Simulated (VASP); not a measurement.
# Tc (Fd-3m) in VASP: notebook, part 2 of 2

VASP 6.6.1. The steps go on from the part before.

## 6. Relaxation of cell and atoms, PBEsol, target pressure 40 GPa, at which the enthalpy is minimised

Input file INCAR:

```
  ALGO = Normal
  EDIFF = 1E-6
  EDIFFG = -0.03
  ENCUT = 600
  GGA = PS
  IBRION = 2
  ISIF = 3
  ISMEAR = -1
  LASPH = T
  LCHARG = F
  LREAL = F
  LWAVE = F
  NELM = 80
  NSW = 60
  PREC = Accurate
  PSTRESS = 400.0
  SIGMA = 0.05
```

Input file KPOINTS:

```
k-points
0
Gamma
  7 7 7
```

Input file POSCAR:

```
Tc
1.0
    0.0000000000      2.6500000000      2.6500000000
    2.6500000000      0.0000000000      2.6500000000
    2.6500000000      2.6500000000      0.0000000000
Tc
2
Direct
    0.0000000000      0.0000000000      0.0000000000
    0.2500000000      0.2500000000      0.2500000000
```

Potentials or basis: VASP PAW PBE potentials, release 64 (Tc_pv).

Started as:

```bash
> cat potpaw_PBE.64/Tc_pv/POTCAR > POTCAR
> mpirun -np 1 vasp_std > vasp.out
```

OUTCAR:

```text
EDIFF = 1E-6
   EDIFFG = -0.03
   ENCUT = 600
   GGA = PS
   IBRION = 2
   ISIF = 3
   ISMEAR = -1
   LASPH = T
   LREAL = F
   NELM = 80
   NSW = 60
   PREC = Accurate
   PSTRESS = 400.0

 ion  position               nearest neighbor table
   1  0.000  0.000  0.000-   2 2.29   2 2.29   2 2.29   2 2.29
   2  0.250  0.250  0.250-   1 2.29   1 2.29   1 2.29   1 2.29

  LATTYP: Found a face centered cubic cell.
 ALAT       =     5.3000000000

  Lattice vectors:

 A1 = (   0.0000000000,   2.6500000000,   2.6500000000)
 A2 = (   2.6500000000,   0.0000000000,   2.6500000000)
 A3 = (   2.6500000000,   2.6500000000,   0.0000000000)

Analysis of symmetry for initial positions (statically):
[... 6 lines left out ...]

 Subroutine GETGRP returns: Found 48 space group operations
 (whereof 24 operations were pure point group operations)
 out of a pool of 48 trial point group operations.

The static configuration has the point symmetry T_d .
 The point group associated with its full space group is O_h .

Analysis of symmetry for dynamics (positions and initial velocities):
[... 6 lines left out ...]

 Subroutine GETGRP returns: Found 48 space group operations
 (whereof 24 operations were pure point group operations)
 out of a pool of 48 trial point group operations.

The dynamic configuration has the point symmetry T_d .
[... 144 lines left out ...]
  energy without entropy =      -19.10082260  energy(sigma->0) =      -19.10422085

------------------------ aborting loop because EDIFF is reached ----------------------------------------

  FORCE on cell =-STRESS in cart. coord.  units (eV):
  Direction    XX          YY          ZZ          XY          YZ          ZX
  --------------------------------------------------------------------------------------
  -------------------------------------------------------------------------------------
  Total        4.6386646      4.6386646      4.6386646      0.0000000      0.0000000     -0.0000000
  in kB      199.6806310    199.6806310    199.6806310      0.0000000      0.0000000     -0.0000000
  external PRESSURE =    -200.3193690 kB  Pullay stress =     400.0000000 kB
[... 25 lines left out ...]
--------------------------------------- Ionic step        2  -------------------------------------------

 number of electron      26.0000003 magnetization

 E-fermi :  14.6592     XC(G=0): -14.0133

 val. band max:       14.6335099267   @ k =  -0.4286   0.4286   0.1429
 cond. band min:      14.7197635398   @ k =  -0.2857   0.1429   0.0000
 fundamental gap:      0.0862536131
 Fermi energy:        14.6592032984

 k-point     1 :       0.0000    0.0000    0.0000
  band No.  band energies     occupation
      1     -26.4023      2.00000
      2     -26.4023      2.00000
      3     -26.4023      2.00000
      4     -23.1776      2.00000
      5     -23.1776      2.00000
      6     -23.1776      2.00000
[... 502 lines left out ...]
--------------------------------------- Ionic step        5  -------------------------------------------

 number of electron      25.9999999 magnetization

 Free energy of the ion-electron system (eV)
  ---------------------------------------------------
  ext. energy  EPLUGINS =         0.00000000
  ---------------------------------------------------
  free energy    TOTEN  =       -18.64340662 eV

  energy without entropy =      -18.63306758  energy(sigma->0) =      -18.63823710

 E-fermi :   9.6098     XC(G=0): -12.3884

 val. band max:        9.5314560637   @ k =   0.4286   0.4286   0.0000
 cond. band min:       9.7211361248   @ k =   0.1429   0.0000   0.0000
 fundamental gap:      0.1896800611
 Fermi energy:         9.6097981649

 k-point     1 :       0.0000    0.0000    0.0000
  band No.  band energies     occupation
      1     -29.8322      2.00000
      2     -29.8322      2.00000
      3     -29.8322      2.00000
      4     -28.1286      2.00000
      5     -28.1286      2.00000
      6     -28.1286      2.00000
[... 422 lines left out ...]
  energy  without entropy=      -18.6330675753  energy(sigma->0) =      -18.63823710

  enthalpy is  TOTEN    =        -9.9816391130 eV   P V=        8.6617675063

 reached required accuracy - stopping structural energy minimisation
```

OSZICAR:

```text
N       E                     dE             d eps       ncg     rms          rms(c)
DAV:   1     0.344882223584E+03    0.34488E+03   -0.17554E+04   680   0.172E+03
DAV:   2    -0.966591690461E+01   -0.35455E+03   -0.35054E+03   749   0.466E+02
DAV:   3    -0.195859949684E+02   -0.99201E+01   -0.97261E+01   834   0.894E+01
[... 42 lines left out ...]
DAV:   1    -0.186446248493E+02    0.14599E-01   -0.34578E-02   800   0.222E+00    0.413E-01
DAV:   2    -0.186434193528E+02    0.12055E-02   -0.39407E-03   736   0.617E-01    0.540E-02
DAV:   3    -0.186433811640E+02    0.38189E-04   -0.38096E-04   782   0.183E-01    0.527E-02
DAV:   4    -0.186434056655E+02   -0.24501E-04   -0.39100E-05   689   0.412E-02    0.299E-03
DAV:   5    -0.186434066194E+02   -0.95391E-06   -0.58650E-06   733   0.210E-02
   5 F= -.99816391E+01 E0= -.99764696E+01  d E =-.166187E+00
```

CONTCAR:

```text
Tc
   1.00000000000000
     0.0000000000000000    2.5886641302746654    2.5886641302746654
     2.5886641302746654   -0.0000000000000000    2.5886641302746654
     2.5886641302746654    2.5886641302746654   -0.0000000000000000
  Tc
     2
Direct
     0.0000000000000000    0.0000000000000000    0.0000000000000000
     0.2500000000000000    0.2500000000000000    0.2500000000000000

  0.00000000E+00  0.00000000E+00  0.00000000E+00
  0.00000000E+00  0.00000000E+00  0.00000000E+00
```

Run time: 71 s. Hardware: 1 thread of Intel Xeon 6975P-C, shared host; peak memory 0.18 GiB.

Results:

| Item | Value |
| --- | --- |
| Free energy | -18.6434 eV |
| Relaxed volume | 17.35 Å³/atom |
| Relaxed cell | a = 3.661 Å, b = 3.661 Å, c = 3.661 Å, α = 60.00°, β = 60.00°, γ = 60.00° |
| Space group after relaxing (to 0.05 Å) | Fd-3m (No. 227) |
| Energy change on relaxing (the enthalpy is what falls) | +232.1 meV/atom |
| Ionic steps | 5 |
| Pressure after relaxing | 40.0 GPa |
| Band gap on the k mesh | zero (band 13 reaches 10.25 eV, above the bottom of band 14 at 9.37 eV) |

The path:
```tsv
step	energy change (eV)	largest force (eV/Å)	pressure (GPa)	volume (Å³)
1	0.0000	0.0000	19.97	37.22
2	5.8717	0.0000	189.38	26.04
3	0.3922	0.0000	37.28	34.99
4	0.4484	0.0000	39.41	34.76
5	0.4642	0.0000	39.99	34.69
```

Final structure:
```
Tc
1.0
     0.00000    2.58866    2.58866
     2.58866    0.00000    2.58866
     2.58866    2.58866    0.00000
Tc
2
Cartesian
  0.0000 0.0000 0.0000
  1.2943 1.2943 1.2943
```

Caveat: the cell is relaxed towards a set pressure, so the enthalpy falls and the energy may rise; the PAW data sets were made with another functional, which shifts forces and pressure a little.

## 7. Relaxation of cell and atoms, PBEsol, target pressure 60 GPa, at which the enthalpy is minimised

Input file INCAR:

```
ALGO = Normal ; EDIFF = 1E-6
EDIFFG = -0.03 ; ENCUT = 600
GGA = PS ; IBRION = 2
ISIF = 3 ; ISMEAR = -1
LASPH = True ; LCHARG = False
LREAL = False ; LWAVE = False
NELM = 80 ; NSW = 60
PREC = Accurate ; PSTRESS = 600.0
SIGMA = 0.05
```

KPOINTS is that of step 6.

POSCAR is that of step 6.

Potentials or basis: VASP PAW PBE potentials, release 64 (Tc_pv).

Started as:

```bash
> cat potpaw_PBE.64/Tc_pv/POTCAR > POTCAR
> mpirun -np 1 vasp_std > vasp.out
```

OUTCAR:

```text
EDIFF = 1E-6
   EDIFFG = -0.03
   ENCUT = 600
   GGA = PS
   IBRION = 2
   ISIF = 3
   ISMEAR = -1
   LASPH = True
   LREAL = False
   NELM = 80
   NSW = 60
   PREC = Accurate
   PSTRESS = 600.0

 ion  position               nearest neighbor table
   1  0.000  0.000  0.000-   2 2.29   2 2.29   2 2.29   2 2.29
   2  0.250  0.250  0.250-   1 2.29   1 2.29   1 2.29   1 2.29

  LATTYP: Found a face centered cubic cell.
 ALAT       =     5.3000000000

  Lattice vectors:

 A1 = (   0.0000000000,   2.6500000000,   2.6500000000)
 A2 = (   2.6500000000,   0.0000000000,   2.6500000000)
 A3 = (   2.6500000000,   2.6500000000,   0.0000000000)

Analysis of symmetry for initial positions (statically):
[... 6 lines left out ...]

 Subroutine GETGRP returns: Found 48 space group operations
 (whereof 24 operations were pure point group operations)
 out of a pool of 48 trial point group operations.

The static configuration has the point symmetry T_d .
 The point group associated with its full space group is O_h .

Analysis of symmetry for dynamics (positions and initial velocities):
[... 6 lines left out ...]

 Subroutine GETGRP returns: Found 48 space group operations
 (whereof 24 operations were pure point group operations)
 out of a pool of 48 trial point group operations.

[... 143 lines left out ...]
  free energy    TOTEN  =       -19.10761910 eV

  energy without entropy =      -19.10082260  energy(sigma->0) =      -19.10422085

------------------------ aborting loop because EDIFF is reached ----------------------------------------

  FORCE on cell =-STRESS in cart. coord.  units (eV):
  Direction    XX          YY          ZZ          XY          YZ          ZX
  --------------------------------------------------------------------------------------
  -------------------------------------------------------------------------------------
  Total        4.6386646      4.6386646      4.6386646      0.0000000      0.0000000     -0.0000000
  in kB      199.6806310    199.6806310    199.6806310      0.0000000      0.0000000     -0.0000000
  external PRESSURE =    -400.3193690 kB  Pullay stress =     600.0000000 kB
[... 63 lines left out ...]
--------------------------------------- Ionic step        3  -------------------------------------------

 number of electron      26.0000003 magnetization

 E-fermi :   9.8895     XC(G=0): -12.4865

 val. band max:        9.8400239676   @ k =   0.4286   0.4286   0.0000
 cond. band min:       9.9877410479   @ k =   0.1429   0.0000   0.0000
 fundamental gap:      0.1477170803
 Fermi energy:         9.8895377451

 k-point     1 :       0.0000    0.0000    0.0000
  band No.  band energies     occupation
      1     -29.6256      2.00000
      2     -29.6256      2.00000
      3     -29.6256      2.00000
      4     -27.8469      2.00000
      5     -27.8469      2.00000
      6     -27.8469      2.00000
[... 464 lines left out ...]
--------------------------------------- Ionic step        5  -------------------------------------------

 number of electron      26.0000002 magnetization

 Free energy of the ion-electron system (eV)
  ---------------------------------------------------
  ext. energy  EPLUGINS =         0.00000000
  ---------------------------------------------------
  free energy    TOTEN  =       -18.05356048 eV

  energy without entropy =      -18.03686236  energy(sigma->0) =      -18.04521142

 E-fermi :  10.5021     XC(G=0): -12.6980

 val. band max:       10.4367422634   @ k =  -0.4286   0.2857   0.0000
 cond. band min:      10.5203885723   @ k =   0.4286   0.4286   0.0000
 fundamental gap:      0.0836463089
 Fermi energy:        10.5021479499

 k-point     1 :       0.0000    0.0000    0.0000
  band No.  band energies     occupation
      1     -29.1814      2.00000
      2     -29.1814      2.00000
      3     -29.1814      2.00000
      4     -27.2337      2.00000
      5     -27.2337      2.00000
      6     -27.2337      2.00000
[... 422 lines left out ...]
  energy  without entropy=      -18.0368623616  energy(sigma->0) =      -18.04521142

  enthalpy is  TOTEN    =        -5.7743032172 eV   P V=       12.2792572650

 reached required accuracy - stopping structural energy minimisation
```

OSZICAR:

```text
N       E                     dE             d eps       ncg     rms          rms(c)
DAV:   1     0.344882223584E+03    0.34488E+03   -0.17554E+04   680   0.172E+03
DAV:   2    -0.966591690461E+01   -0.35455E+03   -0.35054E+03   749   0.466E+02
DAV:   3    -0.195859949684E+02   -0.99201E+01   -0.97261E+01   834   0.894E+01
[... 45 lines left out ...]
DAV:   3    -0.180520339805E+02    0.29675E-02   -0.26722E-02   774   0.155E+00    0.439E-01
DAV:   4    -0.180534682528E+02   -0.14343E-02   -0.26277E-03   687   0.342E-01    0.239E-02
DAV:   5    -0.180535514630E+02   -0.83210E-04   -0.38931E-04   741   0.174E-01    0.559E-02
DAV:   6    -0.180535601760E+02   -0.87131E-05   -0.28179E-05   698   0.510E-02    0.503E-03
DAV:   7    -0.180535604822E+02   -0.30618E-06   -0.47650E-07   392   0.639E-03
   5 F= -.57743032E+01 E0= -.57659542E+01  d E =-.604935E+00
```

CONTCAR:

```text
Tc
   1.00000000000000
     0.0000000000000000    2.5403904899079461    2.5403904899079461
     2.5403904899079461   -0.0000000000000000    2.5403904899079461
     2.5403904899079461    2.5403904899079461   -0.0000000000000000
  Tc
     2
Direct
     0.0000000000000000    0.0000000000000000    0.0000000000000000
     0.2500000000000000    0.2500000000000000    0.2500000000000000

  0.00000000E+00  0.00000000E+00  0.00000000E+00
  0.00000000E+00  0.00000000E+00  0.00000000E+00
```

Wall time 75 s (1 thread of Intel Xeon 6975P-C, shared host); peak memory 0.18 GiB.

Results:

| Property | Result |
| --- | --- |
| Free energy | -18.0536 eV |
| Relaxed volume | 16.39 Å³/atom |
| Relaxed cell | a = 3.593 Å, b = 3.593 Å, c = 3.593 Å, α = 60.00°, β = 60.00°, γ = 60.00° |
| Space group after relaxing (to 0.05 Å) | Fd-3m (No. 227) |
| Energy change on relaxing (the enthalpy is what falls) | +527.0 meV/atom |
| Ionic steps | 5 |
| Pressure after relaxing | 60.0 GPa |
| Band gap on the k mesh | zero (band 13 reaches 11.16 eV, above the bottom of band 14 at 10.37 eV) |

The path:
| step | energy change (eV) | largest force (eV/Å) | pressure (GPa) | volume (Å³) |
| --- | --- | --- | --- | --- |
| 1 | 0.0000 | 0.0000 | 19.97 | 37.22 |
| 2 | 27.9521 | 0.0000 | 751.87 | 17.37 |
| 3 | 0.6302 | 0.0000 | 45.94 | 34.08 |
| 4 | 0.8746 | 0.0000 | 54.27 | 33.29 |
| 5 | 1.0541 | 0.0000 | 60.02 | 32.79 |

Final structure:
```xyz
2
Lattice="0.0000 2.5404 2.5404 2.5404 0.0000 2.5404 2.5404 2.5404 0.0000" Properties=species:S:1:pos:R:3 pbc="T T T"
Tc    0.0000    0.0000    0.0000
Tc    1.2702    1.2702    1.2702
```

Levels at points of the mesh, in eV from the Fermi level:
```
           k point  band 11  band 12  band 13  band 14  band 15  band 16
(0.00, 0.00, 0.00)    -2.90    -2.90     0.66     0.66     0.66     4.47
```

Caveat: the cell is relaxed towards a set pressure, so the enthalpy falls and the energy may rise; the PAW data sets were made with another functional, which shifts forces and pressure a little.

## 8. The runs side by side

| task | cell | cutoff (eV) | gap on the mesh (eV) | pressure (GPa) |
| --- | --- | --- | --- | --- |
| single point | a = 3.749 Å, angles 60.0°, 2 atoms | 520 | none | 19.6 |
| single point | a = 3.873 Å, angles 60.0°, 2 atoms | 520 | none | -0.3 |
| relaxation of cell and atoms | relaxed from a = 3.748 Å, angles 60.0°, 2 atoms | 600 | none | -0.2 |
| relaxation of cell and atoms | relaxed to 20 GPa from a = 3.748 Å, angles 60.0°, 2 atoms | 600 | none | 20.0 |
| relaxation of cell and atoms | relaxed to 40 GPa from a = 3.748 Å, angles 60.0°, 2 atoms | 600 | none | 40.0 |
| relaxation of cell and atoms | relaxed to 60 GPa from a = 3.748 Å, angles 60.0°, 2 atoms | 600 | none | 60.0 |

Alike in all rows: level PBEsol; potentials or basis VASP PAW PBE potentials, release 64 (Tc_pv); no spin polarisation; k mesh 7 × 7 × 7; smearing fermi-dirac 0.05 eV.

Caveats: the PAW data sets were made with another functional, which shifts forces and pressure a little; the cell is relaxed towards a set pressure, so the enthalpy falls and the energy may rise (some runs); the relaxation stopped at its first step, so nothing moved (some runs).

Total energies depend on the potentials used, so only differences within one code and one set of settings carry meaning.
